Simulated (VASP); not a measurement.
Crystal: Pd.

```
CELL_PARAMETERS angstrom
2.75277 0.00000 0.00000
-1.37638 2.38397 0.00000
0.00000 0.00000 4.49525
ATOMIC_POSITIONS crystal
Pd 0.00000 0.00000 0.00000
Pd 0.33333 0.66667 0.50000
```

This isn't the form of Pd at room conditions, which is fcc.

| Quantity | Value |
| --- | --- |
| Program | VASP 6.6.1 |
| Task | relaxation of cell and atoms |
| Functional | PBE |
| Potentials or basis | VASP PAW PBE potentials, release 64 (Pd) |
| Cutoff | 600 eV |
| k mesh | 18 × 18 × 10 |
| Occupations | gaussian, width 0.1 eV |
| Spin | no spin polarisation |

At the start: pressure 7.8 GPa; volume 14.75 Å³/atom.

Problem. Where does the relaxation end?

Solution. Over 6 steps the energy falls by 17.2 meV/atom and the volume is 15.37 Å³/atom (+4.2 %); space group P6_3/mmc (No. 194, to 0.1 Å) before and after.

The path:
```tsv
step	energy change (eV)	largest force (eV/Å)	pressure (GPa)	volume (Å³)
1	0.0000	0.0000	7.79	29.50
2	0.0219	0.0000	-8.56	32.66
3	-0.0310	0.0000	-0.26	30.80
4	-0.0336	0.0000	-0.16	30.77
5	-0.0343	0.0000	-0.04	30.75
6	-0.0344	0.0000	0.01	30.74
```

Final structure:
```
CELL_PARAMETERS angstrom
2.76568 0.00000 0.00000
-1.38284 2.39515 0.00000
0.00000 0.00000 4.63989
ATOMIC_POSITIONS crystal
Pd 0.00000 0.00000 0.00000
Pd 0.33333 0.66667 0.50000
```
